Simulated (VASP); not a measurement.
# Sb in VASP: a series of runs

The runs below take Sb through electric field gradients, with r2SCAN.

Program: VASP 6.6.1. These are calculated values, not measurements. Logs are shortened: lines on timing, memory, paths and dates and some standing lists are left out, and cuts for length are marked.

**1. The cell of the first run**

It takes space group I4/mmm (No. 139, tetragonal). Conventional cell: a = 3.724 Å, b = 3.724 Å, c = 3.780 Å, α = 90.00°, β = 90.00°, γ = 90.00°. Within 4.3 Å of Sb (site symmetry 4/mmm) lie 14 Sb at 3.24 to 3.78 Å.

**2. Electric field gradients, r2SCAN**

POSCAR reads:

```
Sb
1.0
   -1.8620537774      1.8620537774      1.8900542952
    1.8620537774     -1.8620537774      1.8900542952
    1.8620537774      1.8620537774     -1.8900542952
Sb
1
Direct
    0.0000000000      0.0000000000      0.0000000000
```

INCAR.step1 reads:

```
SYSTEM = Sb
PREC     = Accurate       ! precision mode
ENCUT    = 520            ! plane-wave cutoff, eV
ISMEAR   = -1             ! smearing method
SIGMA    = 0.08           ! smearing width, eV
LREAL    = .FALSE.        ! projectors in reciprocal space
LASPH    = .TRUE.         ! aspherical terms in the spheres
NELM     = 80             ! most SCF steps
NBANDS   = 8              ! bands
GGA      = PE             ! functional
ALGO     = Normal         ! electronic algorithm
EDIFF    = 1E-4           ! SCF threshold, eV
LWAVE    = .TRUE.         ! write WAVECAR
LCHARG   = .FALSE.        ! write CHGCAR
```

INCAR.step2 reads:

```
SYSTEM = Sb
PREC     = Accurate       ! precision mode
ENCUT    = 520            ! plane-wave cutoff, eV
EDIFF    = 1E-8           ! SCF threshold, eV
ISMEAR   = -1             ! smearing method
SIGMA    = 0.08           ! smearing width, eV
LREAL    = .FALSE.        ! projectors in reciprocal space
LASPH    = .TRUE.         ! aspherical terms in the spheres
NELM     = 80             ! most SCF steps
ALGO     = Normal         ! electronic algorithm
ISIF     = 2              ! what is computed and relaxed
LWAVE    = .FALSE.        ! write WAVECAR
LCHARG   = .FALSE.        ! write CHGCAR
METAGGA  = R2SCAN         ! meta-GGA
LMIXTAU  = .TRUE.       
LEFG     = .TRUE.       
NBANDS   = 8              ! bands
ISTART   = 1
```

KPOINTS reads:

```
Automatic mesh
0
Gamma
  12 12 12
  0.5 0.5 0.5
```

Potentials or basis: VASP PAW PBE potentials, release 64 (Sb).

Command:

```bash
> cat potpaw_PBE.64/Sb/POTCAR > POTCAR
> cp INCAR.step1 INCAR
> mpirun -np 1 vasp_std > vasp.out
> cp INCAR.step2 INCAR
> mpirun -np 1 vasp_std > vasp.out
```

OUTCAR:

```text
SYSTEM = Sb
   PREC = Accurate
   ENCUT = 520
   EDIFF = 1E-8
   ISMEAR = -1
   LREAL = .FALSE.
   LASPH = .TRUE.
   NELM = 80
   ISIF = 2
   METAGGA = R2SCAN
   ISTART = 1

 ion  position               nearest neighbor table
   1  0.000  0.000  0.000-

  LATTYP: Found a body centered tetragonal cell.
 ALAT       =     3.7241075548
 C/A-ratio  =     1.0150374378

  Lattice vectors:

 A1 = (  -1.8620537774,   1.8620537774,   1.8900542952)
 A2 = (   1.8620537774,  -1.8620537774,   1.8900542952)
 A3 = (   1.8620537774,   1.8620537774,  -1.8900542952)

Analysis of symmetry for initial positions (statically):
=====================================================================
 Subroutine PRICEL returns:
 Original cell was already a primitive cell.

 Routine SETGRP: Setting up the symmetry group for a
 body centered tetragonal supercell.

 Subroutine GETGRP returns: Found 16 space group operations
 (whereof 16 operations were pure point group operations)
 out of a pool of 16 trial point group operations.

The static configuration has the point symmetry D_4h.

Analysis of symmetry for dynamics (positions and initial velocities):
=====================================================================
 Subroutine PRICEL returns:
 Original cell was already a primitive cell.

 Routine SETGRP: Setting up the symmetry group for a
 body centered tetragonal supercell.

 Subroutine GETGRP returns: Found 16 space group operations
 (whereof 16 operations were pure point group operations)
 out of a pool of 16 trial point group operations.

The dynamic configuration has the point symmetry D_4h.

 Subroutine INISYM returns: Found 16 space group operations
 (whereof 16 operations are pure point group operations),
 and found     1 'primitive' translations

----------------------------------------------------------------------------------------

                                     Primitive cell

  volume of cell :      26.2131

  direct lattice vectors                    reciprocal lattice vectors
    -1.862053777  1.862053777  1.890054295     0.000000000  0.268520709  0.264542665
     1.862053777 -1.862053777  1.890054295     0.268520709  0.000000000  0.264542665
[... 121 lines left out ...]

 Free energy of the ion-electron system (eV)
  ---------------------------------------------------
  ext. energy  EPLUGINS =         0.00000000
  ---------------------------------------------------
  free energy    TOTEN  =       -25.33780587 eV

  energy without entropy =      -25.32367370  energy(sigma->0) =      -25.33073978

 E-fermi :   8.7334     XC(G=0): -10.9057

 val. band max:        8.7046162864   @ k =  -0.2917   0.3750   0.2917
 cond. band min:       8.7475064150   @ k =  -0.3750   0.3750   0.2917
 fundamental gap:      0.0428901286
 Fermi energy:         8.7333897501

 k-point     1 :       0.0417    0.0417    0.0417
  band No.  band energies     occupation
      1      -4.7025      2.00000
      2      13.0376      0.00000
      3      14.2304      0.00000
      4      14.2588      0.00000
      5      18.8780      0.00000
      6      18.9486      0.00000
      7      20.6877      0.00000
      8      21.0575      0.00000
[... 243 lines left out ...]
 k-point    24 :      -0.3750    0.2083    0.0417
  band No.  band energies     occupation
      1      -2.6817      2.00000
      2       7.1594      2.00000
      3       9.9057      0.00000
      4      11.7995      0.00000
      5      17.9498      0.00000
      6      19.1038      0.00000
      7      21.1624      0.00000
      8      23.2149      0.00000

 [... further k-points ...]

------------------------ aborting loop because EDIFF is reached ----------------------------------------

  FORCE on cell =-STRESS in cart. coord.  units (eV):
  Direction    XX          YY          ZZ          XY          YZ          ZX
  --------------------------------------------------------------------------------------
  -------------------------------------------------------------------------------------
  Total        0.3416998      0.3416998      0.2633921      0.0000000     -0.0000000      0.0000000
  in kB       20.8851040     20.8851040     16.0988426      0.0000000     -0.0000000      0.0000000
  external PRESSURE =      19.2896835 kB  Pullay stress =       0.0000000 kB

 VOLUME and BASIS-vectors are now :
 -----------------------------------------------------------------------------
  energy-cutoff  :      520.00
  volume of cell :       26.21
      direct lattice vectors                 reciprocal lattice vectors
    -1.862053777  1.862053777  1.890054295     0.000000000  0.268520709  0.264542665
     1.862053777 -1.862053777  1.890054295     0.268520709  0.000000000  0.264542665
     1.862053777  1.862053777 -1.890054295     0.268520709  0.268520709  0.000000000

 POSITION                                       TOTAL-FORCE (eV/Angst)
 -----------------------------------------------------------------------------------
      0.00000      0.00000      0.00000         0.000000      0.000000      0.000000
 -----------------------------------------------------------------------------------
    total drift:                                0.000000      0.000000      0.000000

  FREE ENERGIE OF THE ION-ELECTRON SYSTEM (eV)
  ---------------------------------------------------
  free  energy   TOTEN  =       -25.3378058680 eV

  energy  without entropy=      -25.3236737009  energy(sigma->0) =      -25.33073978

 Electric field gradients (V/A^2)
---------------------------------------------------------------------
 ion       V_xx      V_yy      V_zz      V_xy      V_xz      V_yz
---------------------------------------------------------------------
   1       2.447     2.447    -4.894    -0.000    -0.000    -0.000
---------------------------------------------------------------------

 Electric field gradients after diagonalization (V/A^2)
 (convention: |V_zz| > |V_xx| > |V_yy|)
----------------------------------------------------------------------
 ion       V_xx      V_yy      V_zz     asymmetry (V_yy - V_xx)/ V_zz
----------------------------------------------------------------------
   1       2.447     2.447    -4.894       0.000
----------------------------------------------------------------------

           NMR quadrupolar parameters

 Cq : quadrupolar parameter    Cq=e*Q*V_zz/h
 eta: asymmetry parameters     (V_yy - V_xx)/ V_zz
 Q  : nuclear electric quadrupole moment in mb (millibarn)
----------------------------------------------------------------------
 ion       Cq(MHz)       eta       Q (mb)
----------------------------------------------------------------------
   1      -0.012       0.000       1.000
----------------------------------------------------------------------
```

OUTCAR.step1:

```text
SYSTEM = Sb
   PREC = Accurate
   ENCUT = 520
   ISMEAR = -1
   LREAL = .FALSE.
   LASPH = .TRUE.
[... 481 lines left out ...]
 -----------------------------------------------------------------------------------
      0.00000      0.00000      0.00000         0.000000     -0.000000     -0.000000
 -----------------------------------------------------------------------------------
    total drift:                                0.000000      0.000000     -0.000000

  FREE ENERGIE OF THE ION-ELECTRON SYSTEM (eV)
  ---------------------------------------------------
  free  energy   TOTEN  =        -3.8977268983 eV

  energy  without entropy=       -3.8826787215  energy(sigma->0) =       -3.89020281
```

OSZICAR.step1:

```text
N       E                     dE             d eps       ncg     rms          rms(c)
DAV:   1     0.531402214823E+01    0.53140E+01   -0.17124E+03  2560   0.415E+02
DAV:   2    -0.379905677322E+01   -0.91131E+01   -0.87808E+01  3608   0.537E+01
DAV:   3    -0.390028787937E+01   -0.10123E+00   -0.10075E+00  3104   0.625E+00
DAV:   4    -0.390058227128E+01   -0.29439E-03   -0.29439E-03  3816   0.406E-01
DAV:   5    -0.390058312363E+01   -0.85235E-06   -0.85175E-06  3224   0.151E-02    0.183E+00
DAV:   6    -0.389866756136E+01    0.19156E-02   -0.16471E-03  3056   0.218E-01    0.105E+00
DAV:   7    -0.389770700048E+01    0.96056E-03   -0.36109E-03  3184   0.320E-01    0.599E-02
DAV:   8    -0.389772689827E+01   -0.19898E-04   -0.57317E-05  3144   0.571E-02
   1 F= -.38977269E+01 E0= -.38902028E+01  d E =-.150482E-01
```

Wall time 2 min (1 thread of Intel Xeon 8259CL, shared host); peak memory 0.17 GiB.

Results:

```
Free energy                             : -25.3378 eV
Pressure                                : 1.9 GPa
Band gap on the k mesh                  : zero (an odd number of electrons rules out a gap without spin polarisation)
Largest electric field gradient by atom : Sb -4.9 V/Å²
```

Electric field gradients, principal values (V/Å²):
```
atom  least  middle  greatest (by size)
1 Sb  2.447   2.447              -4.894
```

Caveat: without QUAD_EFG the Cq values of the log hold for a quadrupole moment of 1 mb, not for the nuclei; the PAW data sets were made with another functional, which shifts forces and pressure a little; spin-orbit coupling is left out, which moves the levels of the heavy elements.

(Part 1 of 2 ends here.)
